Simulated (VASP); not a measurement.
A run of VASP 6.6.1 is set up as follows.

Contents of INCAR:

```
  PREC = Accurate
  ENCUT = 520
  EDIFF = 1E-6
  ISMEAR = -1
  SIGMA = 0.05
  LREAL = F
  LASPH = T
  NELM = 150
  ALGO = Normal
  ISIF = 2
  LWAVE = F
  LCHARG = F
  ISPIN = 2
  MAGMOM = 3 0 0 0 0 0 0 0
  LORBIT = 11
  LMAXMIX = 4
  GGA = PE
  NBANDS = 25
```

Contents of KPOINTS:

```
regular mesh
0
Gamma
  5 5 6
```

POSCAR

```
Mg7Fe
1.0
    6.0473285593      0.0000000000      0.0000000000
   -3.0236642797      5.2371401574      0.0000000000
    0.0000000000      0.0000000000      4.8425484753
Fe Mg
1 7
Direct
    0.0000000000      0.0000000000      0.0000000000
    0.3333333333      0.6666666667      0.5000000000
    0.8431255000      0.6862510000      0.5000000000
    0.8431255000      0.1568745000      0.5000000000
    0.3137490000      0.1568745000      0.5000000000
    0.9992970000      0.4996485000      0.0000000000
    0.5003515000      0.4996485000      0.0000000000
    0.5003515000      0.0007030000      0.0000000000
```

Potentials or basis: VASP PAW PBE potentials, release 64 (Fe, Mg).

Run with:

```console
$ cat potpaw_PBE.64/Fe/POTCAR potpaw_PBE.64/Mg/POTCAR > POTCAR
$ mpirun -np 1 vasp_std > vasp.out
```

**Question.** What does it give for the largest force?

**Answer.** 0.187 eV/Å.

**Question.** Estimate the site moments.

**Answer.** Fe +2.53; Mg +0.01, -0.01 (each value once) μB.

Stress tensor (GPa, compression positive):
```
3.77 0.00 0.00
0.00 3.77 0.00
0.00 0.00 3.19
```

Caveat: the cell stands under pressure.
